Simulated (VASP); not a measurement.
BaH2:

```xyz
6
Lattice="4.4620 0.0000 0.0000 -2.2310 3.8642 0.0000 0.0000 0.0000 6.0553" Properties=species:S:1:pos:R:3 pbc="T T T"
Ba    2.2310    1.2881    4.5415
Ba    0.0000    2.5762    1.5138
H     0.0000    2.5762    4.5415
H     2.2310    1.2881    1.5138
H     0.0000    0.0000    3.0276
H     0.0000    0.0000    0.0000
```

* Program: VASP 6.6.1
* Task: relaxation of cell and atoms
* Functional: PBEsol
* Potentials or basis: VASP PAW PBE potentials, release 64 (Ba_sv, H)
* Cutoff: 600 eV
* k mesh: 6 × 6 × 6
* Occupations: gaussian, width 0.02 eV
* Spin: no spin polarisation

At the start: pressure -1.7 GPa; volume 17.40 Å³/atom.

**Question.** How do energy, volume and symmetry change on relaxing?

**Answer.** Over 6 steps the energy falls by 5.4 meV/atom and the volume is 16.43 Å³/atom (-5.6 %); space group P6_3/mmc (No. 194, to 0.1 Å) before and after.

The path:
```tsv
step	energy change (eV)	largest force (eV/Å)	pressure (GPa)	volume (Å³)
1	0.0000	0.0000	-1.71	104.41
2	-0.0223	0.0000	-0.83	101.63
3	-0.0283	0.0000	-0.07	99.50
4	-0.0284	0.0000	0.00	99.31
5	-0.0303	0.0000	0.00	99.12
6	-0.0324	0.0000	0.02	98.60
```

Final structure:
```
Ba H
1.0
     4.40876    0.00000    0.00000
    -2.20438    3.81810    0.00000
     0.00000    0.00000    5.85722
Ba H
2 4
Direct
  0.66667 0.33333 0.75000
  0.33333 0.66667 0.25000
  0.33333 0.66667 0.75000
  0.66667 0.33333 0.25000
  0.00000 0.00000 0.50000
  0.00000 0.00000 0.00000
```

Caveat: the PAW data sets were made with another functional, which shifts forces and pressure a little.
